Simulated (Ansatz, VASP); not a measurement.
Zr2N in VASP and in Ansatz

```
Zr N
1.0
     5.41481    0.00000    0.00000
     0.00000    5.41481    0.00000
     0.00000    0.00000    3.30129
Zr N
4 2
Direct
  0.29589 0.29589 0.00000
  0.70411 0.70411 0.00000
  0.79589 0.20411 0.50000
  0.20411 0.79589 0.50000
  0.00000 0.00000 0.00000
  0.50000 0.50000 0.50000
```

Alike in both runs: functional r2SCAN; k mesh 4 × 4 × 6; occupations gaussian, width 0.1 eV; no spin polarisation.

Ansatz relaxed the structure, and its values are those at the end. VASP's run is a single point on that final structure, the one shown.

```csv
,VASP,Ansatz
version,VASP 6.6.1,Ansatz 0.2.0
potentials or method,"VASP PAW PBE potentials, release 64 (Zr_sv, N), cutoff 520 eV","scalar-relativistic, plane waves, PAW"
valence electrons in the cell,58,58
```

```tsv
	VASP	Ansatz	Ansatz less VASP
gap on the k mesh at the Fermi level (eV)	none	none	-
pressure (GPa)	0.1	0.0	-0.14
```

VASP's potentials were made for PBE, not for r2SCAN. A gap of «none» marks a metal or a gap that the smearing closes. With one functional, cell and mesh, what is left measures potentials, basis and numerics.
